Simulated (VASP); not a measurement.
A run of VASP 6.6.1 is set up as follows.

Contents of POSCAR:

```
LiSb3O2
1.0
   -0.0119515700      0.0089056100      6.4542310600
    6.7878389600      0.0026743100     -0.0125393600
    3.4021216700      5.6024970500     -3.2256082000
Sb O Li
6 4 2
Direct
    0.5164790000      0.9781820000      0.5157690000
    0.0052020000      0.9641320000      0.5007920000
    0.9851910000      0.5038770000      0.4954560000
    0.5161460000      0.4932890000      0.4992440000
    0.9788830000      0.0199870000      0.9744310000
    0.5193570000      0.9856200000      0.9911600000
    0.1094410000      0.2377260000      0.1879620000
    0.9079250000      0.7667600000      0.8180150000
    0.4082750000      0.3851120000      0.8203080000
    0.5903880000      0.5789100000      0.1855260000
    0.2639000000      0.4973430000      0.0069190000
    0.7639340000      0.4915830000      0.0128900000
```

The input INCAR.step1:

```
SYSTEM = LiSb3O2
  PREC = Accurate
  ENCUT = 520
  ISMEAR = -1
  SIGMA = 0.1
  LREAL = .FALSE.
  LASPH = .TRUE.
  NELM = 100
  NBANDS = 42
  GGA = PE
  ALGO = Normal
  EDIFF = 1E-4
  LWAVE = .TRUE.
  LCHARG = .FALSE.
```

Contents of INCAR.step2:

```
SYSTEM = LiSb3O2
  PREC = Accurate
  ENCUT = 520
  EDIFF = 1E-6
  ISMEAR = -1
  SIGMA = 0.1
  LREAL = .FALSE.
  LASPH = .TRUE.
  NELM = 100
  ALGO = Normal
  ISIF = 2
  LWAVE = .FALSE.
  LCHARG = .FALSE.
  METAGGA = R2SCAN
  LMIXTAU = .TRUE.
  NBANDS = 42
  ISTART = 1
```

The input KPOINTS:

```
Automatic mesh
0
Gamma
  3 3 3
  0.5 0 0
```

Potentials or basis: VASP PAW PBE potentials, release 64 (Sb, O, Li_sv).

Launch:

```sh
$ cat potpaw_PBE.64/Sb/POTCAR potpaw_PBE.64/O/POTCAR potpaw_PBE.64/Li_sv/POTCAR > POTCAR
$ cp INCAR.step1 INCAR
$ mpirun -np 1 vasp_std > vasp.out
$ cp INCAR.step2 INCAR
$ mpirun -np 1 vasp_std > vasp.out
```

(1) Predict the largest force.

(2) What does it give for the band gap on the k mesh?

Answers

(1) 1.441 eV/Å.

(2) zero (bands 30 and 31 overlap by 0.30 eV).

Caveat: the k points lie up to 0.37 Å⁻¹ apart; the PAW data sets were made with another functional, which shifts forces and pressure a little; spin-orbit coupling is left out, which moves the levels of the heavy elements.
